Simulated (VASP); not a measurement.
Crystal: Mn3Cu.

```
Mn Cu
1.0
     3.70064    0.00000    0.00000
     0.00000    3.70064    0.00000
     0.00000    0.00000    3.70064
Mn Cu
3 1
Direct
  0.00000 0.50000 0.50000
  0.50000 0.00000 0.50000
  0.50000 0.50000 0.00000
  0.00000 0.00000 0.00000
```

| Property | Result |
| --- | --- |
| Program | VASP 6.6.1 |
| Task | relaxation of cell and atoms |
| Functional | PBE |
| Potentials or basis | VASP PAW PBE potentials, release 64 (Mn_pv, Cu) |
| Cutoff | 600 eV |
| k mesh | 6 × 6 × 6 |
| Occupations | gaussian, width 0.1 eV |
| Spin | collinear spin, ferromagnetic start |
| Starting moments | [2.62, 2.62, 2.62, 0.0] μB |

At the start: pressure -5.7 GPa; volume 12.67 Å³/atom.

**Question.** How do energy, volume and symmetry change on relaxing?

**Answer.** Over 4 steps the energy falls by 83.0 meV/atom and the volume is 11.08 Å³/atom (-12.6 %); space group Pm-3m (No. 221, to 0.1 Å) before and after; moment 2.02 μB per cell.

The path:
```csv
step,energy change (eV),largest force (eV/Å),pressure (GPa),volume (Å³)
1,0.0000,0.0000,-5.68,50.68
2,-0.2040,0.0000,-12.48,47.45
3,-0.3296,0.0000,1.94,43.86
4,-0.3318,0.0000,-0.23,44.30
```

Final structure:
```yaml
crystal:
  lattice:
    - [3.53839, 0.00000, 0.00000]
    - [0.00000, 3.53839, 0.00000]
    - [0.00000, 0.00000, 3.53839]
  atoms:
    - { symbol: Mn, position: [0.00000, 0.50000, 0.50000] }
    - { symbol: Mn, position: [0.50000, 0.00000, 0.50000] }
    - { symbol: Mn, position: [0.50000, 0.50000, 0.00000] }
    - { symbol: Cu, position: [0.00000, 0.00000, 0.00000] }
```
